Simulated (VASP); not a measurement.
# TiH6 (Pm-3m) in VASP: relaxation of cell and atoms with PBE

Aim: the relaxation of cell and atoms of TiH6 with PBE.

Program: VASP 6.6.1. These are calculated values, not measurements. Logs are shortened: lines on timing, memory, paths and dates and some standing lists are left out, and cuts for length are marked.

## Step 1: The cell of the first run

The structure is cubic, space group Pm-3m (No. 221). The conventional cell has a = 3.898 Å, b = 3.898 Å, c = 3.898 Å, α = 90.00°, β = 90.00°, γ = 90.00°. Within 3.8 Å of Ti (site symmetry m-3m) lie 24 H at 2.87 Å. H (site symmetry 4mm) has 5 H at 1.61 to 1.62 Å within 2.1 Å.

## Step 2: Relaxation of cell and atoms, PBE

INCAR

```
SYSTEM = TiH6
PREC = Accurate
ENCUT = 600
EDIFF = 1E-6
ISMEAR = 0
SIGMA = 0.1
LREAL = .FALSE.
LASPH = .TRUE.
NELM = 100
ALGO = Normal
ISIF = 3
LWAVE = .FALSE.
LCHARG = .FALSE.
GGA = PE
IBRION = 2
NSW = 90
EDIFFG = -0.04
```

KPOINTS

```
Automatic mesh
0
G
  4 4 4
  0 0 0
```

POSCAR

```
TiH6
1.0
    3.8982614100      0.0000000000      0.0000000000
    0.0000000000      3.8982614100      0.0000000000
    0.0000000000      0.0000000000      3.8982614100
Ti H
1 6
Direct
    0.0000000000      0.0000000000      0.0000000000
    0.5000000000      0.5000000000      0.2070000000
    0.5000000000      0.5000000000      0.7930000000
    0.2070000000      0.5000000000      0.5000000000
    0.7930000000      0.5000000000      0.5000000000
    0.5000000000      0.2070000000      0.5000000000
    0.5000000000      0.7930000000      0.5000000000
```

Potentials or basis: VASP PAW PBE potentials, release 64 (Ti_sv, H).

Command:

```console
cat potpaw_PBE.64/Ti_sv/POTCAR potpaw_PBE.64/H/POTCAR > POTCAR
mpirun -np 1 vasp_std > vasp.out
```

OUTCAR:

```text
SYSTEM = TiH6
   PREC = Accurate
   ENCUT = 600
   EDIFF = 1E-6
   ISMEAR = 0
   LREAL = .FALSE.
   LASPH = .TRUE.
   NELM = 100
   ISIF = 3
   GGA = PE
   IBRION = 2
   NSW = 90
   EDIFFG = -0.04

 ion  position               nearest neighbor table
   1  0.000  0.000  0.000-
   2  0.500  0.500  0.207-
   3  0.500  0.500  0.793-
   4  0.207  0.500  0.500-
   5  0.793  0.500  0.500-
   6  0.500  0.207  0.500-
   7  0.500  0.793  0.500-

  LATTYP: Found a simple cubic cell.
 ALAT       =     3.8982614100

  Lattice vectors:

 A1 = (   3.8982614100,   0.0000000000,   0.0000000000)
 A2 = (   0.0000000000,   3.8982614100,   0.0000000000)
 A3 = (   0.0000000000,   0.0000000000,   3.8982614100)

Analysis of symmetry for initial positions (statically):
=====================================================================
 Subroutine PRICEL returns:
 Original cell was already a primitive cell.

 Routine SETGRP: Setting up the symmetry group for a
 simple cubic supercell.

 Subroutine GETGRP returns: Found 48 space group operations
[... 9 lines left out ...]

 Routine SETGRP: Setting up the symmetry group for a
 simple cubic supercell.

 Subroutine GETGRP returns: Found 48 space group operations
[... 11 lines left out ...]
                                     Primitive cell

  volume of cell :      59.2397

  direct lattice vectors                    reciprocal lattice vectors
     3.898261410  0.000000000  0.000000000     0.256524613  0.000000000  0.000000000
     0.000000000  3.898261410  0.000000000     0.000000000  0.256524613  0.000000000
     0.000000000  0.000000000  3.898261410     0.000000000  0.000000000  0.256524613

  length of vectors
     3.898261410  3.898261410  3.898261410     0.256524613  0.256524613  0.256524613

  position of ions in fractional coordinates (direct lattice)
     0.000000000  0.000000000  0.000000000
     0.500000000  0.500000000  0.207000000
     0.500000000  0.500000000  0.793000000
     0.207000000  0.500000000  0.500000000
     0.793000000  0.500000000  0.500000000
     0.500000000  0.207000000  0.500000000
     0.500000000  0.793000000  0.500000000

  ion indices of the primitive-cell ions
   primitive index   ion index
                 1           1
                 2           2
                 3           3
                 4           4
                 5           5
                 6           6
[... 80 lines left out ...]
  Fermi-wavevector in a.u.,A,eV,Ry     =   1.100596  2.079825 16.480903  1.211312
  Thomas-Fermi vector in A             =   2.237010
   LORBIT       =      0    0 simple, 1 ext, 2 COOP (PROOUT), +10 PAW based schemes
   GGA     = PE    functional components
   LHFCALC =     F    Hartree Fock is set to
   AEXX    =    0.0000 exact exchange contribution
   IVDW    =     0    specifies the selected vdW correction
   LEPSILON=     F    determine dielectric tensor
   LRPA    =     F    only Hartree local field effects (RPA)
 conjugate gradient relaxation of ions
 non-spin polarized calculation
 Gauss-broadening in eV      SIGMA  =   0.10
  energy-cutoff  :      600.00
  volume of cell :       59.24
 maximum number of plane-waves:      2000
 NGX is ok and might be reduce to    32
   NGX = 15   NGY = 15   NGZ = 15

--------------------------------------- Ionic step        1  -------------------------------------------

 number of electron      18.0000006 magnetization

 Free energy of the ion-electron system (eV)
  ---------------------------------------------------
  ext. energy  EPLUGINS =         0.00000000
  ---------------------------------------------------
  free energy    TOTEN  =       -20.19311170 eV

  energy without entropy =      -20.16448019  energy(sigma->0) =      -20.17879595

------------------------ aborting loop because EDIFF is reached ----------------------------------------

  FORCE on cell =-STRESS in cart. coord.  units (eV):
  Direction    XX          YY          ZZ          XY          YZ          ZX
  --------------------------------------------------------------------------------------
  -------------------------------------------------------------------------------------
  Total       -8.1448074     -8.1448074     -8.1448074      0.0000000      0.0000000     -0.0000000
  in kB     -220.2817537   -220.2817537   -220.2817537      0.0000000      0.0000000     -0.0000000
  external PRESSURE =    -220.2817537 kB  Pullay stress =       0.0000000 kB
[... 28 lines left out ...]
--------------------------------------- Ionic step        2  -------------------------------------------

 number of electron      18.0000004 magnetization

 E-fermi :   3.5021     XC(G=0):  -9.7322

 val. band max:        3.3649468770   @ k =   0.5000   0.2500   0.2500
 cond. band min:       3.5296240909   @ k =   0.2500   0.2500   0.2500
 fundamental gap:      0.1646772138
 Fermi energy:         3.5021387179

 k-point     1 :       0.0000    0.0000    0.0000
  band No.  band energies     occupation
      1     -54.3915      2.00000
      2     -30.6244      2.00000
      3     -30.6244      2.00000
      4     -30.6244      2.00000
      5      -8.2163      2.00000
      6       1.0768      2.00000
      7       1.0768      2.00000
      8       3.3634      1.95018
      9       3.3634      1.95018
     10       3.3634      1.95018
     11       4.2706      0.00000
     12       4.2706      0.00000
     13       4.2706      0.00000
[... 217 lines left out ...]
  FREE ENERGIE OF THE ION-ELECTRON SYSTEM (eV)
  ---------------------------------------------------
  free  energy   TOTEN  =       -22.9779608158 eV

  energy  without entropy=      -22.9600975857  energy(sigma->0) =      -22.96902920

[... ionic steps 4 to 11 ...]

--------------------------------------- Ionic step       12  -------------------------------------------

 number of electron      18.0000004 magnetization

------------------------ aborting loop because EDIFF is reached ----------------------------------------
[... 77 lines left out ...]
--------------------------------------- Ionic step       14  -------------------------------------------

 number of electron      18.0000004 magnetization

 Free energy of the ion-electron system (eV)
  ---------------------------------------------------
  ext. energy  EPLUGINS =         0.00000000
  ---------------------------------------------------
  free energy    TOTEN  =       -23.77103621 eV

  energy without entropy =      -23.73503614  energy(sigma->0) =      -23.75303617

 E-fermi :   6.6173     XC(G=0): -11.0829

 val. band max:        6.6031372727   @ k =   0.2500   0.2500   0.0000
 cond. band min:       6.6230206405   @ k =   0.2500   0.2500   0.2500
 fundamental gap:      0.0198833678
 Fermi energy:         6.6173494356

 k-point     1 :       0.0000    0.0000    0.0000
  band No.  band energies     occupation
      1     -50.5172      2.00000
      2     -26.7810      2.00000
      3     -26.7810      2.00000
      4     -26.7810      2.00000
      5      -8.1356      2.00000
      6       0.5765      2.00000
      7       0.5765      2.00000
      8       8.0543      0.00000
      9       8.0543      0.00000
     10       8.0761      0.00000
     11       8.0761      0.00000
     12       8.1640      0.00000
     13       8.1640      0.00000
[... 176 lines left out ...]
  FREE ENERGIE OF THE ION-ELECTRON SYSTEM (eV)
  ---------------------------------------------------
  free  energy   TOTEN  =       -23.7710362083 eV

  energy  without entropy=      -23.7350361356  energy(sigma->0) =      -23.75303617

 reached required accuracy - stopping structural energy minimisation
```

OSZICAR:

```text
N       E                     dE             d eps       ncg     rms          rms(c)
DAV:   1     0.111999882538E+03    0.11200E+03   -0.95608E+03   260   0.148E+03
DAV:   2    -0.136053922343E+02   -0.12561E+03   -0.12218E+03   270   0.343E+02
DAV:   3    -0.252708549428E+02   -0.11665E+02   -0.11061E+02   473   0.923E+01
[... 167 lines left out ...]
DAV:   3    -0.237710259355E+02    0.18760E-03   -0.94660E-04   337   0.289E-01    0.418E-02
DAV:   4    -0.237710176365E+02    0.82990E-05   -0.18696E-04   310   0.111E-01    0.194E-02
DAV:   5    -0.237710344470E+02   -0.16811E-04   -0.32363E-05   364   0.385E-02    0.398E-03
DAV:   6    -0.237710357274E+02   -0.12804E-05   -0.51960E-06   291   0.116E-02    0.301E-03
DAV:   7    -0.237710362083E+02   -0.48094E-06   -0.34849E-07   135   0.672E-03
  14 F= -.23771036E+02 E0= -.23753036E+02  d E =-.173284E-02
```

CONTCAR:

```text
TiH6
   1.00000000000000
     3.2745422735247196   -0.0000000000000000    0.0000000000000000
    -0.0000000000000000    3.2745422735247196    0.0000000000000000
    -0.0000000000000000   -0.0000000000000000    3.2745422735247196
  Ti              H
     1     6
Direct
     0.0000000000000000    0.0000000000000000    0.0000000000000000
     0.5000000000000000    0.5000000000000000    0.1429526368985745
     0.5000000000000000    0.5000000000000000    0.8570473631014256
     0.1429526368985745    0.5000000000000000    0.5000000000000000
     0.8570473631014256    0.5000000000000000    0.5000000000000000
     0.5000000000000000    0.1429526368985745    0.5000000000000000
     0.5000000000000000    0.8570473631014256    0.5000000000000000

  0.00000000E+00  0.00000000E+00  0.00000000E+00
  0.00000000E+00  0.00000000E+00  0.00000000E+00
  0.00000000E+00  0.00000000E+00  0.00000000E+00
  0.00000000E+00  0.00000000E+00  0.00000000E+00
  0.00000000E+00  0.00000000E+00  0.00000000E+00
  0.00000000E+00  0.00000000E+00  0.00000000E+00
  0.00000000E+00  0.00000000E+00  0.00000000E+00
```

Wall time 84 s (1 thread of Intel Xeon Platinum 8488C (Sapphire Rapids), shared host); peak memory 0.19 GiB.

What came out:

- Free energy: -23.7710 eV
- Relaxed volume: 5.02 Å³/atom
- Relaxed cell: a = 3.275 Å, b = 3.275 Å, c = 3.275 Å, α = 90.00°, β = 90.00°, γ = 90.00°
- Space group after relaxing (to 0.05 Å): Pm-3m (No. 221)
- Energy gained by relaxing: 511.1 meV/atom
- Ionic steps: 14
- Pressure after relaxing: 0.0 GPa
- Band gap on the k mesh: zero (band 9 reaches 8.55 eV, above the bottom of band 10 at 5.92 eV)

Step by step:
| step | energy change (eV) | largest force (eV/Å) | pressure (GPa) | volume (Å³) |
| --- | --- | --- | --- | --- |
| 1 | 0.0000 | 0.2873 | -22.03 | 59.24 |
| 2 | -1.3363 | 0.4804 | -21.76 | 49.81 |
| 3 | -2.7848 | 1.0656 | 25.30 | 27.63 |
| 4 | -3.0093 | 0.8755 | -5.60 | 34.50 |
| 5 | -3.0655 | 0.9479 | 1.04 | 32.34 |
| 6 | -3.3725 | 0.5666 | 5.24 | 31.32 |
| 7 | -3.4401 | 0.0967 | 11.01 | 30.63 |
| 8 | -3.5427 | 0.0141 | 5.02 | 32.62 |
| 9 | -3.5724 | 0.0508 | 2.13 | 34.14 |
| 10 | -3.5504 | 0.1959 | -1.25 | 37.32 |
| 11 | -3.5762 | 0.0868 | 0.82 | 35.09 |
| 12 | -3.5762 | 0.0836 | 0.96 | 35.00 |
| 13 | -3.5772 | 0.0532 | -0.61 | 35.19 |
| 14 | -3.5779 | 0.0007 | 0.03 | 35.11 |

Final structure:
```
Ti H
1.0
     3.27454    0.00000    0.00000
     0.00000    3.27454    0.00000
     0.00000    0.00000    3.27454
Ti H
1 6
Direct
  0.00000 0.00000 0.00000
  0.50000 0.50000 0.14295
  0.50000 0.50000 0.85705
  0.14295 0.50000 0.50000
  0.85705 0.50000 0.50000
  0.50000 0.14295 0.50000
  0.50000 0.85705 0.50000
```

Levels at points of the mesh, in eV from the Fermi level:
```tsv
k point	band 7	band 8	band 9	band 10	band 11	band 12
(0.00, 0.00, 0.00)	-6.04	1.44	1.44	1.46	1.46	1.55
(0.50, 0.00, 0.00)	-4.81	-1.04	-0.70	-0.70	1.57	2.05
(0.50, 0.50, 0.00)	-8.89	-2.02	0.37	0.37	1.53	2.83
(0.50, 0.50, 0.50)	-9.01	-5.54	1.93	1.93	1.93	2.22
```

Caveat: the k points lie up to 0.48 Å⁻¹ apart in the final cell; the volume moved by over 15 % at a fixed basis, so the end points are rough.
